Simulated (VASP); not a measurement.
Wanted: the native input for a VASP 6.6.1 run.

| Property | Result |
| --- | --- |
| Task | single point |
| Functional | LDA |
| Potentials or basis | VASP PAW LDA potentials, release 64 (Al) |
| Cutoff | 520 eV |
| k mesh | 13 × 13 × 1 |
| Occupations | fermi-dirac, width 0.05 eV |
| Spin | no spin polarisation |
| Dipole correction | yes |
| Further INCAR settings | ALGO = Normal; EDIFF = 1e-07; NBANDS = 16 |

The structure of Al lies in POSCAR:

```
Al
1.0
    2.8168008949      0.0000000000      0.0000000000
   -1.4084004474      2.4394211324      0.0000000000
    0.0000000000      0.0000000000     25.1996000000
Al
5
Direct
    0.8333333333      0.1666666667      0.3149920906
    0.1666666667      0.8333333333      0.4080683962
    0.5000000000      0.5000000000      0.5000000060
    0.8333333333      0.1666666667      0.5919315975
    0.1666666667      0.8333333333      0.6850079097
```

The input as run:

INCAR

```
PREC     = Accurate       # precision mode
ENCUT    = 520            # plane-wave cutoff, eV
EDIFF    = 1E-7           # SCF threshold, eV
ISMEAR   = -1             # smearing method
SIGMA    = 0.05           # smearing width, eV
LREAL    = F              # projectors in reciprocal space
LASPH    = T              # aspherical terms in the spheres
NELM     = 100            # most SCF steps
ALGO     = Normal         # electronic algorithm
ISIF     = 2              # what is computed and relaxed
LWAVE    = F              # write WAVECAR
LCHARG   = T              # write CHGCAR
LDIPOL   = T            
IDIPOL   = 3            
DIPOL    = 0.5 0.5 0.500
GGA      = CA             # functional
LELF     = T              # ELF
LVHAR    = T            
LVACPOTAV= T            
NBANDS   = 16             # bands
```

KPOINTS

```
regular mesh
0
Gamma
  13 13 1
```

Potentials or basis: VASP PAW LDA potentials, release 64 (Al).

Command:

```console
$ cat potpaw_LDA.64/Al/POTCAR > POTCAR
$ mpirun -np 1 vasp_std > vasp.out
```

It gave:

```json
{
 "Band gap on the k mesh": "zero (an odd number of electrons rules out a gap without spin polarisation)"
}
```

Run time: 78 s on 1 thread of Intel(R) Xeon(R) Platinum 8375C CPU @ 2.90GHz (Ice Lake), on a shared host, peak memory 0.25 GiB.
